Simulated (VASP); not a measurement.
# Si2Ni (Fm-3m) in VASP: further runs

Si2Ni is run at these levels: PBE, LDA, PBEsol; tasks: single point.

Everything below comes from runs of VASP 6.6.1. Logs are shortened: lines on timing, memory, paths and dates and some standing lists are left out, and cuts for length are marked.

## (1) The cell of the first run

The structure is cubic, space group Fm-3m (No. 225). The conventional cell has a = 5.406 Å, b = 5.406 Å, c = 5.406 Å, α = 90.00°, β = 90.00°, γ = 90.00°. Within 3.1 Å of Ni (site symmetry m-3m) lie 8 Si at 2.34 Å. Si (site symmetry -43m) has 4 Ni at 2.34 Å and 6 Si at 2.70 Å within 3.1 Å.

## (2) Single point, PBE, collinear spin, ferromagnetic start

INCAR reads:

```
SYSTEM = Si2Ni
PREC     = Accurate       ! precision mode
ENCUT    = 520            ! plane-wave cutoff, eV
EDIFF    = 1E-6           ! SCF threshold, eV
ISMEAR   = -1             ! smearing method
SIGMA    = 0.05           ! smearing width, eV
LREAL    = .False.        ! projectors in reciprocal space
LASPH    = .True.         ! aspherical terms in the spheres
NELM     = 150            ! most SCF steps
ALGO     = Normal         ! electronic algorithm
ISIF     = 2              ! what is computed and relaxed
LWAVE    = .False.        ! write WAVECAR
LCHARG   = .False.        ! write CHGCAR
ISPIN    = 2              ! spin polarisation
MAGMOM   = 1 0 0          ! initial moments
LORBIT   = 11             ! projections on sites
LMAXMIX  = 4              ! l up to which the mixer works
GGA      = PE             ! functional
NBANDS   = 20             ! bands
```

KPOINTS reads:

```
regular mesh
0
Gamma
  9 9 9
  0 0 0
```

POSCAR reads:

```
Si2Ni
1.0
    0.0000000000      2.7030000000      2.7030000000
    2.7030000000      0.0000000000      2.7030000000
    2.7030000000      2.7030000000      0.0000000000
Ni Si
1 2
Direct
    0.0000000000      0.0000000000      0.0000000000
    0.7500000000      0.7500000000      0.7500000000
    0.2500000000      0.2500000000      0.2500000000
```

Potentials or basis: VASP PAW PBE potentials, release 64 (Ni, Si).

The run is started by

```console
$ cat potpaw_PBE.64/Ni/POTCAR potpaw_PBE.64/Si/POTCAR > POTCAR
$ mpirun -np 1 vasp_std > vasp.out
```

OUTCAR:

```text
SYSTEM = Si2Ni
   PREC = Accurate
   ENCUT = 520
   EDIFF = 1E-6
   ISMEAR = -1
   LREAL = .False.
   LASPH = .True.
   NELM = 150
   ISIF = 2
   ISPIN = 2
   LORBIT = 11
   GGA = PE

 ion  position               nearest neighbor table
   1  0.000  0.000  0.000-   2 2.34   2 2.34   3 2.34   3 2.34   2 2.34   2 2.34   3 2.34   3 2.34

   2  0.750  0.750  0.750-   1 2.34   1 2.34   1 2.34   1 2.34   3 2.70   3 2.70   3 2.70   3 2.70
                             3 2.70   3 2.70
   3  0.250  0.250  0.250-   1 2.34   1 2.34   1 2.34   1 2.34   2 2.70   2 2.70   2 2.70   2 2.70
                             2 2.70   2 2.70

  LATTYP: Found a face centered cubic cell.
 ALAT       =     5.4060000000

  Lattice vectors:

 A1 = (   0.0000000000,   2.7030000000,   2.7030000000)
 A2 = (   2.7030000000,   0.0000000000,   2.7030000000)
 A3 = (   2.7030000000,   2.7030000000,   0.0000000000)

Analysis of symmetry for initial positions (statically):
=====================================================================
 Subroutine PRICEL returns:
 Original cell was already a primitive cell.

 Routine SETGRP: Setting up the symmetry group for a
 face centered cubic supercell.

 Subroutine GETGRP returns: Found 48 space group operations
 (whereof 48 operations were pure point group operations)
 out of a pool of 48 trial point group operations.

The static configuration has the point symmetry O_h .

Analysis of symmetry for dynamics (positions and initial velocities):
=====================================================================
 Subroutine PRICEL returns:
 Original cell was already a primitive cell.

 Routine SETGRP: Setting up the symmetry group for a
 face centered cubic supercell.

 Subroutine GETGRP returns: Found 48 space group operations
 (whereof 48 operations were pure point group operations)
 out of a pool of 48 trial point group operations.

The dynamic configuration has the point symmetry O_h .

Analysis of structural, dynamic, and magnetic symmetry:
=====================================================================
 Subroutine PRICEL returns:
 Original cell was already a primitive cell.

 Routine SETGRP: Setting up the symmetry group for a
 face centered cubic supercell.

 Subroutine GETGRP returns: Found 48 space group operations
 (whereof 48 operations were pure point group operations)
 out of a pool of 48 trial point group operations.

The overall configuration has the point symmetry O_h .

 Subroutine INISYM returns: Found 48 space group operations
 (whereof 48 operations are pure point group operations),
 and found     1 'primitive' translations

----------------------------------------------------------------------------------------

                                     Primitive cell

  volume of cell :      39.4974

  direct lattice vectors                    reciprocal lattice vectors
     0.000000000  2.703000000  2.703000000    -0.184979652  0.184979652  0.184979652
     2.703000000  0.000000000  2.703000000     0.184979652 -0.184979652  0.184979652
     2.703000000  2.703000000  0.000000000     0.184979652  0.184979652 -0.184979652

  length of vectors
     3.822619259  3.822619259  3.822619259     0.320394156  0.320394156  0.320394156

  position of ions in fractional coordinates (direct lattice)
     0.000000000  0.000000000  0.000000000
     0.750000000  0.750000000  0.750000000
     0.250000000  0.250000000  0.250000000

  ion indices of the primitive-cell ions
   primitive index   ion index
                 1           1
                 2           2
                 3           3

----------------------------------------------------------------------------------------

 KPOINTS: regular mesh

Automatic generation of k-mesh.
 Grid dimensions read from file:
 generate k-points for:    9    9    9

 Generating k-lattice:

  Cartesian coordinates                     Fractional coordinates (reciprocal lattice)
    -0.020553295  0.020553295  0.020553295     0.111111111  0.000000000  0.000000000
     0.020553295 -0.020553295  0.020553295     0.000000000  0.111111111  0.000000000
     0.020553295  0.020553295 -0.020553295     0.000000000  0.000000000  0.111111111

  Length of vectors
     0.035599351  0.035599351  0.035599351

  Shift w.r.t. Gamma in fractional coordinates (k-lattice)
     0.000000000  0.000000000  0.000000000

 Subroutine IBZKPT returns following result:
 ===========================================

 Found     35 irreducible k-points:

 Following reciprocal coordinates:
            Coordinates               Weight
  0.000000  0.000000  0.000000      1.000000
  0.111111  0.000000  0.000000      8.000000
  0.222222  0.000000  0.000000      8.000000
  0.333333  0.000000  0.000000      8.000000
  0.444444  0.000000  0.000000      8.000000
  0.111111  0.111111  0.000000      6.000000
[... 16 lines left out ...]
 -0.333333  0.333333  0.000000     12.000000
  0.444444  0.444444  0.000000      6.000000
 [... further k-points ...]
   k-points           NKPTS =     35   k-points in BZ     NKDIM =     35   number of bands    NBANDS=     20
   number of dos      NEDOS =    301   number of ions     NIONS =      3
   total plane-waves  NPLWV =  21952
   dimension x,y,z NGX =    28 NGY =   28 NGZ =   28
   dimension x,y,z NGXF=    56 NGYF=   56 NGZF=   56
   ions per type =               1   2
   NGX,Y,Z   is equivalent  to a cutoff of  12.18, 12.18, 12.18 a.u.
   NGXF,Y,Z  is equivalent  to a cutoff of  24.35, 24.35, 24.35 a.u.
 SYSTEM =  Si2Ni
   PREC   = accura    normal or accurate (medium, high low for compatibility)
   ISTART =      0    job   : 0-new  1-cont  2-samecut
   ICHARG =      2    charge: 1-file 2-atom 10-const
   ISPIN  =      2    spin polarized calculation?
   LNONCOLLINEAR =      F non collinear calculations
   LSORBIT =      F    spin-orbit coupling
   LASPH  =      T    aspherical Exc in radial PAW
   ENCUT  =  520.0 eV  38.22 Ry    6.18 a.u.   7.11  7.11  7.11*2*pi/ulx,y,z
   NELM   =    150;   NELMIN=  2; NELMDL= -5     # of ELM steps
   EDIFF  = 0.1E-05   stopping-criterion for ELM
   LREAL  =      F    real-space projection
   EDIFFG = 0.1E-04   stopping-criterion for IOM
   NSW    =      0    number of steps for IOM
   IBRION =     -1    ionic relax: 0-MD 1-quasi-New 2-CG
   NFREE  =      0    steps in history (QN), initial steepest desc. (CG)
   ISIF   =      2    stress and relaxation
   ISYM   =      2    0-nonsym 1-usesym 2-fastsym
   POTIM  = 0.5000    time-step for ionic-motion
   TEBEG  =    0.0;   TEEND  =   0.0 temperature during run
   PSTRESS=    0.0 pullay stress
   NELECT =      18.0000    total number of electrons
   NUPDOWN=      -1.0000    fix difference up-down
   EMIN   =  10.00;   EMAX   =-10.00  energy-range for DOS
   EFERMI =   0.00;   METHOD = LEGACY
   ISMEAR =    -1;   SIGMA  =   0.05  broadening in eV -4-tet -1-fermi 0-gaus
   EFERMI_NEDOS =   21; number of points for ismear=-14 and -15
   IALGO  =     38    algorithm
   IMIX   =      4    mixing-type and parameters
     AMIX     =   0.40;   BMIX     =  1.00
     AMIX_MAG =   1.60;   BMIX_MAG =  1.00
  volume/ion in A,a.u.               =      13.17        88.85
  Fermi-wavevector in a.u.,A,eV,Ry     =   1.259823  2.380721 21.594550  1.587155
  Thomas-Fermi vector in A             =   2.393364
   LORBIT       =     11    0 simple, 1 ext, 2 COOP (PROOUT), +10 PAW based schemes
   GGA     = PE    functional components
   LHFCALC =     F    Hartree Fock is set to
   AEXX    =    0.0000 exact exchange contribution
   IVDW    =     0    specifies the selected vdW correction
   LEPSILON=     F    determine dielectric tensor
   LRPA    =     F    only Hartree local field effects (RPA)
 spin polarized calculation
  energy-cutoff  :      520.00
  volume of cell :       39.50
 maximum number of plane-waves:      1073
   NGX = 15   NGY = 15   NGZ = 15

 number of electron      17.9999999 magnetization       0.0000566

 number of electron      17.9999999 magnetization      -0.0000326

 Free energy of the ion-electron system (eV)
  ---------------------------------------------------
  ext. energy  EPLUGINS =         0.00000000
  ---------------------------------------------------
  free energy    TOTEN  =       -17.36425296 eV

  energy without entropy =      -17.35672611  energy(sigma->0) =      -17.36048953

 E-fermi :  10.4733     XC(G=0): -11.5864

 val. band max:       10.4117529855   @ k =   0.3333   0.2222   0.0000
 cond. band min:      10.5310588502   @ k =   0.1111   0.1111   0.0000
 fundamental gap:      0.1193058647
 Fermi energy:        10.4732781255

 spin component 1

 k-point     1 :       0.0000    0.0000    0.0000
  band No.  band energies     occupation
      1      -3.3984      1.00000
      2       5.2537      1.00000
      3       5.2537      1.00000
      4       5.2537      1.00000
      5       6.9462      1.00000
      6       6.9462      1.00000
[... 12 lines left out ...]
     19      19.6254      0.00000
     20      23.3454      0.00000

 k-point     2 :       0.1111    0.0000    0.0000
  band No.  band energies     occupation
      1      -3.2155      1.00000
      2       4.8838      1.00000
      3       5.3112      1.00000
      4       5.3112      1.00000
      5       6.9136      1.00000
      6       6.9136      1.00000
[... 12 lines left out ...]
     19      20.4466      0.00000
     20      23.9448      0.00000
[... 465 lines left out ...]
      3       3.4484      1.00000
      4       5.6895      1.00000
      5       6.1300      1.00000
      6       6.5175      1.00000
[... 12 lines left out ...]
     19      25.3220      0.00000
     20      26.1489      0.00000

 k-point    24 :       0.4444    0.4444    0.0000
  band No.  band energies     occupation
      1       0.1828      1.00000
      2       2.9021      1.00000
      3       3.1927      1.00000
      4       5.8525      1.00000
      5       5.8525      1.00000
      6       6.9972      1.00000
[... 12 lines left out ...]
     19      24.2222      0.00000
     20      24.2222      0.00000

 [... further k-points ...]

 spin component 2

 k-point     1 :       0.0000    0.0000    0.0000
  band No.  band energies     occupation
      1      -3.3985      1.00000
      2       5.2536      1.00000
      3       5.2536      1.00000
      4       5.2536      1.00000
      5       6.9463      1.00000
      6       6.9463      1.00000
[... 12 lines left out ...]
     19      19.6255      0.00000
     20      23.3453      0.00000

 k-point     2 :       0.1111    0.0000    0.0000
  band No.  band energies     occupation
      1      -3.2155      1.00000
      2       4.8837      1.00000
      3       5.3112      1.00000
      4       5.3112      1.00000
      5       6.9137      1.00000
      6       6.9137      1.00000
[... 12 lines left out ...]
     19      20.4466      0.00000
     20      23.9448      0.00000
[... 465 lines left out ...]
      3       3.4484      1.00000
      4       5.6895      1.00000
      5       6.1300      1.00000
      6       6.5175      1.00000
[... 12 lines left out ...]
     19      25.3220      0.00000
     20      26.1481      0.00000

 k-point    24 :       0.4444    0.4444    0.0000
  band No.  band energies     occupation
      1       0.1828      1.00000
      2       2.9021      1.00000
      3       3.1927      1.00000
      4       5.8525      1.00000
      5       5.8525      1.00000
      6       6.9972      1.00000
[... 12 lines left out ...]
     19      24.2222      0.00000
     20      24.2222      0.00000

 [... further k-points ...]

------------------------ aborting loop because EDIFF is reached ----------------------------------------

  FORCE on cell =-STRESS in cart. coord.  units (eV):
  Direction    XX          YY          ZZ          XY          YZ          ZX
  --------------------------------------------------------------------------------------
  -------------------------------------------------------------------------------------
  Total        0.9109285      0.9109285      0.9109285     -0.0000000     -0.0000000     -0.0000000
  in kB       36.9510461     36.9510461     36.9510461     -0.0000000     -0.0000000     -0.0000000
  external PRESSURE =      36.9510461 kB  Pullay stress =       0.0000000 kB

 VOLUME and BASIS-vectors are now :
 -----------------------------------------------------------------------------
  energy-cutoff  :      520.00
  volume of cell :       39.50
      direct lattice vectors                 reciprocal lattice vectors
     0.000000000  2.703000000  2.703000000    -0.184979652  0.184979652  0.184979652
     2.703000000  0.000000000  2.703000000     0.184979652 -0.184979652  0.184979652
     2.703000000  2.703000000  0.000000000     0.184979652  0.184979652 -0.184979652

 POSITION                                       TOTAL-FORCE (eV/Angst)
 -----------------------------------------------------------------------------------
      0.00000      0.00000      0.00000        -0.000000     -0.000000     -0.000000
      4.05450      4.05450      4.05450        -0.000000     -0.000000      0.000000
      1.35150      1.35150      1.35150         0.000000      0.000000      0.000000
 -----------------------------------------------------------------------------------
    total drift:                               -0.000000     -0.000000      0.000000

  FREE ENERGIE OF THE ION-ELECTRON SYSTEM (eV)
  ---------------------------------------------------
  free  energy   TOTEN  =       -17.3642529554 eV

  energy  without entropy=      -17.3567261136  energy(sigma->0) =      -17.36048953

 total charge

# of ion       s       p       d       tot
------------------------------------------
    1        0.560   0.796   8.451   9.807
    2        0.746   0.842   0.000   1.588
    3        0.746   0.842   0.000   1.588
--------------------------------------------------
tot          2.051   2.481   8.451  12.983

 magnetization (x)

# of ion       s       p       d       tot
------------------------------------------
    1       -0.000  -0.000   0.000   0.000
    2       -0.000  -0.000   0.000  -0.000
    3       -0.000  -0.000   0.000  -0.000
--------------------------------------------------
tot         -0.000  -0.000   0.000   0.000
```

Run time: 58 s. Hardware: 1 thread of Intel Xeon Platinum 8259CL at 2.50GHz (Skylake/Cascade Lake), shared host; peak memory 0.19 GiB.

Results:

```
Free energy                                           : -17.3643 eV
Pressure                                              : 3.7 GPa
Band gap on the k mesh                                : zero (filled and empty bands overlap)
Net moment                                            : 0.00 μB per cell
Valence electrons inside the program's atomic spheres : Ni 9.81; Si 1.59
```

(Part 1 of 2 ends here.)
